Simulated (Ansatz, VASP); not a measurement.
## MoS2 in VASP and in Ansatz

Contents of INCAR:

```
SYSTEM = MoS2
PREC     = Accurate       ! precision mode
ENCUT    = 520            ! plane-wave cutoff, eV
EDIFF    = 1E-6           ! SCF threshold, eV
ISMEAR   = 1              ! smearing method
SIGMA    = 0.2            ! smearing width, eV
LREAL    = .FALSE.        ! projectors in reciprocal space
LASPH    = .TRUE.         ! aspherical terms in the spheres
NELM     = 100            ! most SCF steps
ALGO     = Normal         ! electronic algorithm
ISIF     = 2              ! what is computed and relaxed
LWAVE    = .FALSE.        ! write WAVECAR
LCHARG   = .FALSE.        ! write CHGCAR
GGA      = PS             ! functional
NBANDS   = 35             ! bands
```

Contents of KPOINTS:

```
regular mesh
0
G
  12 12 4
  0 0 0
```

Contents of POSCAR:

```
MoS2
1.0
    3.2978573516      0.0000000000      0.0000000000
   -1.6489286758      2.8560282446      0.0000000000
    0.0000000000      0.0000000000     11.4076183650
Mo S
2 4
Direct
    0.3333333333      0.6666666667      0.2500000000
    0.6666666667      0.3333333333      0.7500000000
    0.3333333333      0.6666666667      0.6259932117
    0.6666666667      0.3333333333      0.1259932117
    0.3333333333      0.6666666667      0.8740067883
    0.6666666667      0.3333333333      0.3740067883
```

Input for Ansatz:

```yaml
crystal:
  lattice:
    - [3.2978573516, 0.0, 0.0]
    - [-1.6489286758, 2.8560282446, 0.0]
    - [0.0, 0.0, 11.407618365]
  atoms:
    - { symbol: Mo, position: [0.3333333333, 0.6666666667, 0.25] }
    - { symbol: Mo, position: [0.6666666667, 0.3333333333, 0.75] }
    - { symbol: S, position: [0.3333333333, 0.6666666667, 0.6259932117] }
    - { symbol: S, position: [0.6666666667, 0.3333333333, 0.1259932117] }
    - { symbol: S, position: [0.3333333333, 0.6666666667, 0.8740067883] }
    - { symbol: S, position: [0.6666666667, 0.3333333333, 0.3740067883] }
basis:
  ecutwfc: 420
kpoints:
  mp_grid: { grid: [12, 12, 4] }
hamiltonian:
  xc: pbesol
scf:
  occupations: { method: cold, width: 0.2 }
output:
  forces: true
  stress: true
  eigenvalues: true
```

Alike in both runs: task single point; functional PBEsol; k mesh 12 × 12 × 4; no spin polarisation.

|  | VASP | Ansatz |
| --- | --- | --- |
| version | VASP 6.6.1 | Ansatz 0.2.0 |
| potentials or method | VASP PAW PBE potentials, release 64 (Mo_sv, S), cutoff 520 eV | scalar-relativistic, plane waves, PAW |
| occupations | methfessel-paxton of order 1, width 0.2 eV | cold, width 0.2 eV |
| valence electrons in the cell | 52 | 52 |

```csv
,VASP,Ansatz,Ansatz less VASP
gap on the k mesh at the Fermi level (eV),none,none,-
pressure (GPa),1.6,1.6,+0.03
"traceless stress, the component that is largest in VASP (GPa)",15.57,15.35,-0.219
rms of the force components (eV/Å),0.839,0.828,-0.0110
```

VASP's potentials were made for PBE, not for PBEsol. Atom by atom the forces differ by 0.011 eV/Å (rms over components). A gap of «none» marks a metal or a gap that the smearing closes.
